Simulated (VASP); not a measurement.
# Sb (Fm-3m) in VASP: single point with PBE

Aim: the single point of Sb with PBE.

All numbers are computed with VASP 6.6.1; they aren't measurements. Logs are shortened: lines on timing, memory, paths and dates and some standing lists are left out, and cuts for length are marked.

### 1 The cell of the first run

The structure is cubic, space group Fm-3m (No. 225). Conventional cell: a = 4.791 Å, b = 4.791 Å, c = 4.791 Å, α = 90.00°, β = 90.00°, γ = 90.00°. Within 4.5 Å of Sb (site symmetry m-3m) lie 12 Sb at 3.39 Å.

This isn't the form of Sb at room conditions, which is rhombohedral.

### 2 Single point, PBE

Contents of INCAR:

```
ALGO = Normal
EDIFF = 1E-6
ENCUT = 500
GGA = PE
GGA_COMPAT = F
ISIF = 2
ISMEAR = -1
LASPH = T
LCHARG = T
LELF = T
LREAL = F
LVHAR = T
LWAVE = F
NBANDS = 14
NELM = 120
PREC = Accurate
SIGMA = 0.15
```

Contents of KPOINTS:

```
k-points
0
Gamma
  4 4 4
```

Contents of POSCAR:

```
Sb
1.0
    0.0000000000      2.3957000000      2.3957000000
    2.3957000000      0.0000000000      2.3957000000
    2.3957000000      2.3957000000      0.0000000000
Sb
1
Direct
    0.0000000000      0.0000000000      0.0000000000
```

Potentials or basis: VASP PAW PBE potentials, release 64 (Sb_d_GW).

The run is started by

```sh
$ cat potpaw_PBE.64/Sb_d_GW/POTCAR > POTCAR
$ mpirun -np 1 vasp_std > vasp.out
```

OUTCAR:

```text
EDIFF = 1E-6
   ENCUT = 500
   GGA = PE
   ISIF = 2
   ISMEAR = -1
   LASPH = T
   LREAL = F
   NELM = 120
   PREC = Accurate

 ion  position               nearest neighbor table
   1  0.000  0.000  0.000-

  LATTYP: Found a face centered cubic cell.
 ALAT       =     4.7914000000

  Lattice vectors:

 A1 = (   0.0000000000,   2.3957000000,   2.3957000000)
 A2 = (   2.3957000000,   0.0000000000,   2.3957000000)
 A3 = (   2.3957000000,   2.3957000000,   0.0000000000)

Analysis of symmetry for initial positions (statically):
=====================================================================
 Subroutine PRICEL returns:
 Original cell was already a primitive cell.

 Routine SETGRP: Setting up the symmetry group for a
 face centered cubic supercell.

 Subroutine GETGRP returns: Found 48 space group operations
 (whereof 48 operations were pure point group operations)
 out of a pool of 48 trial point group operations.

The static configuration has the point symmetry O_h .

Analysis of symmetry for dynamics (positions and initial velocities):
=====================================================================
 Subroutine PRICEL returns:
 Original cell was already a primitive cell.

 Routine SETGRP: Setting up the symmetry group for a
 face centered cubic supercell.

 Subroutine GETGRP returns: Found 48 space group operations
 (whereof 48 operations were pure point group operations)
 out of a pool of 48 trial point group operations.

The dynamic configuration has the point symmetry O_h .

 Subroutine INISYM returns: Found 48 space group operations
 (whereof 48 operations are pure point group operations),
 and found     1 'primitive' translations

----------------------------------------------------------------------------------------

                                     Primitive cell

  volume of cell :      27.4997

  direct lattice vectors                    reciprocal lattice vectors
     0.000000000  2.395700000  2.395700000    -0.208707267  0.208707267  0.208707267
     2.395700000  0.000000000  2.395700000     0.208707267 -0.208707267  0.208707267
     2.395700000  2.395700000  0.000000000     0.208707267  0.208707267 -0.208707267

  length of vectors
     3.388031431  3.388031431  3.388031431     0.361491591  0.361491591  0.361491591

  position of ions in fractional coordinates (direct lattice)
     0.000000000  0.000000000  0.000000000

  ion indices of the primitive-cell ions
   primitive index   ion index
                 1           1

----------------------------------------------------------------------------------------

 KPOINTS: k-points

Automatic generation of k-mesh.
 Grid dimensions read from file:
 generate k-points for:    4    4    4

 Generating k-lattice:

  Cartesian coordinates                     Fractional coordinates (reciprocal lattice)
    -0.052176817  0.052176817  0.052176817     0.250000000  0.000000000  0.000000000
     0.052176817 -0.052176817  0.052176817     0.000000000  0.250000000  0.000000000
     0.052176817  0.052176817 -0.052176817     0.000000000  0.000000000  0.250000000

  Length of vectors
     0.090372898  0.090372898  0.090372898

  Shift w.r.t. Gamma in fractional coordinates (k-lattice)
     0.000000000  0.000000000  0.000000000

 Subroutine IBZKPT returns following result:
 ===========================================

 Found      8 irreducible k-points:

 Following reciprocal coordinates:
            Coordinates               Weight
  0.000000  0.000000  0.000000      1.000000
  0.250000  0.000000  0.000000      8.000000
  0.500000  0.000000  0.000000      4.000000
  0.250000  0.250000  0.000000      6.000000
  0.500000  0.250000  0.000000     24.000000
 -0.250000  0.250000  0.000000     12.000000
  0.500000  0.500000  0.000000      3.000000
 -0.250000  0.500000  0.250000      6.000000
   k-points           NKPTS =      8   k-points in BZ     NKDIM =      8   number of bands    NBANDS=     14
   number of dos      NEDOS =    301   number of ions     NIONS =      1
   total plane-waves  NPLWV =  21952
   dimension x,y,z NGX =    28 NGY =   28 NGZ =   28
   dimension x,y,z NGXF=    56 NGYF=   56 NGZF=   56
   ions per type =               1
   NGX,Y,Z   is equivalent  to a cutoff of  13.74, 13.74, 13.74 a.u.
   NGXF,Y,Z  is equivalent  to a cutoff of  27.48, 27.48, 27.48 a.u.
 SYSTEM =  unknown system
   PREC   = accura    normal or accurate (medium, high low for compatibility)
   ISTART =      0    job   : 0-new  1-cont  2-samecut
   ICHARG =      2    charge: 1-file 2-atom 10-const
   ISPIN  =      1    spin polarized calculation?
   LNONCOLLINEAR =      F non collinear calculations
   LSORBIT =      F    spin-orbit coupling
   LASPH  =      T    aspherical Exc in radial PAW
   ENCUT  =  500.0 eV  36.75 Ry    6.06 a.u.   6.18  6.18  6.18*2*pi/ulx,y,z
   NELM   =    120;   NELMIN=  2; NELMDL= -5     # of ELM steps
   EDIFF  = 0.1E-05   stopping-criterion for ELM
   LREAL  =      F    real-space projection
   EDIFFG = 0.1E-04   stopping-criterion for IOM
   NSW    =      0    number of steps for IOM
   IBRION =     -1    ionic relax: 0-MD 1-quasi-New 2-CG
   NFREE  =      0    steps in history (QN), initial steepest desc. (CG)
   ISIF   =      2    stress and relaxation
   ISYM   =      2    0-nonsym 1-usesym 2-fastsym
   POTIM  = 0.5000    time-step for ionic-motion
   TEBEG  =    0.0;   TEEND  =   0.0 temperature during run
   PSTRESS=    0.0 pullay stress
   NELECT =      15.0000    total number of electrons
   NUPDOWN=      -1.0000    fix difference up-down
   EMIN   =  10.00;   EMAX   =-10.00  energy-range for DOS
   EFERMI =   0.00;   METHOD = LEGACY
   ISMEAR =    -1;   SIGMA  =   0.15  broadening in eV -4-tet -1-fermi 0-gaus
   EFERMI_NEDOS =   21; number of points for ismear=-14 and -15
   IALGO  =     38    algorithm
   IMIX   =      4    mixing-type and parameters
     AMIX     =   0.40;   BMIX     =  1.00
     AMIX_MAG =   1.60;   BMIX_MAG =  1.00
  volume/ion in A,a.u.               =      27.50       185.58
  Fermi-wavevector in a.u.,A,eV,Ry     =   1.337610  2.527716 24.343548  1.789200
  Thomas-Fermi vector in A             =   2.466145
   LORBIT       =      0    0 simple, 1 ext, 2 COOP (PROOUT), +10 PAW based schemes
   GGA     = PE    functional components
   LHFCALC =     F    Hartree Fock is set to
   AEXX    =    0.0000 exact exchange contribution
   IVDW    =     0    specifies the selected vdW correction
   LEPSILON=     F    determine dielectric tensor
   LRPA    =     F    only Hartree local field effects (RPA)
 non-spin polarized calculation
  energy-cutoff  :      500.00
  volume of cell :       27.50
 maximum number of plane-waves:       725
 NGX is ok and might be reduce to    28
   NGX = 13   NGY = 13   NGZ = 13

 number of electron      14.9999997 magnetization

 Free energy of the ion-electron system (eV)
  ---------------------------------------------------
  ext. energy  EPLUGINS =         0.00000000
  ---------------------------------------------------
  free energy    TOTEN  =        -3.92323767 eV

  energy without entropy =       -3.83269500  energy(sigma->0) =       -3.87796634

 E-fermi :   5.5410     XC(G=0): -10.5536

 val. band max:        5.4206218214   @ k =   0.5000   0.2500   0.0000
 cond. band min:       6.5057073990   @ k =   0.5000   0.5000   0.0000
 fundamental gap:      1.0850855775
 Fermi energy:         5.5409685667

 k-point     1 :       0.0000    0.0000    0.0000
  band No.  band energies     occupation
      1     -23.2327      2.00000
      2     -23.2327      2.00000
      3     -23.2327      2.00000
      4     -23.1985      2.00000
      5     -23.1985      2.00000
      6      -6.6341      2.00000
      7      11.2855      0.00000
      8      11.2855      0.00000
      9      11.2855      0.00000
     10      16.3147      0.00000
     11      16.5621      0.00000
     12      16.5621      0.00000
     13      16.5621      0.00000
     14      17.8180      0.00000

 k-point     2 :       0.2500    0.0000    0.0000
  band No.  band energies     occupation
      1     -23.2279      2.00000
      2     -23.2232      2.00000
      3     -23.2232      2.00000
      4     -23.1871      2.00000
      5     -23.1871      2.00000
      6      -5.4394      2.00000
      7       5.3208      1.62535
      8      10.3043      0.00000
      9      10.3043      0.00000
     10      14.4123      0.00000
     11      16.9104      0.00000
     12      16.9104      0.00000
     13      17.6927      0.00000
     14      19.8303      0.00000

 k-point     3 :       0.5000    0.0000    0.0000
  band No.  band energies     occupation
      1     -23.2287      2.00000
      2     -23.2287      2.00000
      3     -23.2237      2.00000
      4     -23.1605      2.00000
      5     -23.1605      2.00000
      6      -2.9928      2.00000
      7       0.4541      2.00000
      8       9.6541      0.00000
      9       9.6541      0.00000
     10      14.3575      0.00000
     11      15.5641      0.00000
     12      15.5641      0.00000
     13      15.7419      0.00000
     14      24.2086      0.00000

 k-point     4 :       0.2500    0.2500    0.0000
  band No.  band energies     occupation
      1     -23.2503      2.00000
      2     -23.2172      2.00000
      3     -23.1921      2.00000
      4     -23.1921      2.00000
      5     -23.1815      2.00000
      6      -5.0343      2.00000
      7       6.8913      0.00025
      8       8.1886      0.00000
      9       8.1886      0.00000
     10      12.2126      0.00000
     11      12.9249      0.00000
     12      21.5005      0.00000
     13      21.5005      0.00000
     14      23.2467      0.00000

 k-point     5 :       0.5000    0.2500    0.0000
  band No.  band energies     occupation
      1     -23.2427      2.00000
      2     -23.2152      2.00000
      3     -23.1941      2.00000
      4     -23.1772      2.00000
      5     -23.1583      2.00000
      6      -2.6036      2.00000
      7       2.1892      2.00000
      8       5.4206      1.38094
      9       7.7016      0.00000
     10      11.7269      0.00000
     11      16.3608      0.00000
     12      19.5962      0.00000
     13      20.0160      0.00000
     14      23.1339      0.00000

 k-point     6 :      -0.2500    0.2500    0.0000
  band No.  band energies     occupation
      1     -23.2283      2.00000
      2     -23.2119      2.00000
      3     -23.1990      2.00000
      4     -23.1902      2.00000
      5     -23.1733      2.00000
      6      -3.5732      2.00000
      7       3.6447      1.99999
      8       4.7520      1.98966
      9       9.4147      0.00000
     10      13.3749      0.00000
     11      17.9902      0.00000
     12      18.1768      0.00000
     13      19.0401      0.00000
     14      19.6133      0.00000

 k-point     7 :       0.5000    0.5000    0.0000
  band No.  band energies     occupation
      1     -23.2678      2.00000
      2     -23.2383      2.00000
      3     -23.1646      2.00000
      4     -23.1508      2.00000
      5     -23.1508      2.00000
      6      -1.4374      2.00000
      7       1.3262      2.00000
      8       6.5057      0.00321
      9       6.5057      0.00321
     10      10.3034      0.00000
     11      10.8261      0.00000
     12      24.9870      0.00000
     13      25.9797      0.00000
     14      25.9861      0.00000

 k-point     8 :      -0.2500    0.5000    0.2500
  band No.  band energies     occupation
      1     -23.2198      2.00000
      2     -23.2101      2.00000
      3     -23.2101      2.00000
      4     -23.1820      2.00000
      5     -23.1508      2.00000
      6      -1.2257      2.00000
      7       3.0562      2.00000
      8       3.0562      2.00000
      9       4.6928      1.99302
     10      15.3839      0.00000
     11      17.1103      0.00000
     12      17.1103      0.00000
     13      18.3155      0.00000
     14      26.6533      0.00000

------------------------ aborting loop because EDIFF is reached ----------------------------------------

  FORCE on cell =-STRESS in cart. coord.  units (eV):
  Direction    XX          YY          ZZ          XY          YZ          ZX
  --------------------------------------------------------------------------------------
  -------------------------------------------------------------------------------------
  Total       -0.2884572     -0.2884572     -0.2884572      0.0000000      0.0000000     -0.0000000
  in kB      -16.8060106    -16.8060106    -16.8060106      0.0000000      0.0000000     -0.0000000
  external PRESSURE =     -16.8060106 kB  Pullay stress =       0.0000000 kB

 VOLUME and BASIS-vectors are now :
 -----------------------------------------------------------------------------
  energy-cutoff  :      500.00
  volume of cell :       27.50
      direct lattice vectors                 reciprocal lattice vectors
     0.000000000  2.395700000  2.395700000    -0.208707267  0.208707267  0.208707267
     2.395700000  0.000000000  2.395700000     0.208707267 -0.208707267  0.208707267
     2.395700000  2.395700000  0.000000000     0.208707267  0.208707267 -0.208707267

 POSITION                                       TOTAL-FORCE (eV/Angst)
 -----------------------------------------------------------------------------------
      0.00000      0.00000      0.00000         0.000000      0.000000     -0.000000
 -----------------------------------------------------------------------------------
    total drift:                               -0.000000     -0.000000     -0.000000

  FREE ENERGIE OF THE ION-ELECTRON SYSTEM (eV)
  ---------------------------------------------------
  free  energy   TOTEN  =        -3.9232376668 eV

  energy  without entropy=       -3.8326950037  energy(sigma->0) =       -3.87796634
```

Run time: 5.6 s. Hardware: 1 thread of Intel Xeon Platinum 8488C (Sapphire Rapids), shared host; peak memory 0.16 GiB.

What came out:

```
Free energy            : -3.9232 eV
Pressure               : -1.7 GPa
Band gap on the k mesh : zero (an odd number of electrons rules out a gap without spin polarisation)
```

Caveat: the k points lie up to 0.57 Å⁻¹ apart, too coarse for converged energies and pressures of a metal; spin-orbit coupling is left out, which moves the levels of the heavy elements.

The gap in the log of VASP goes by the Fermi energy; the results here count the filled bands.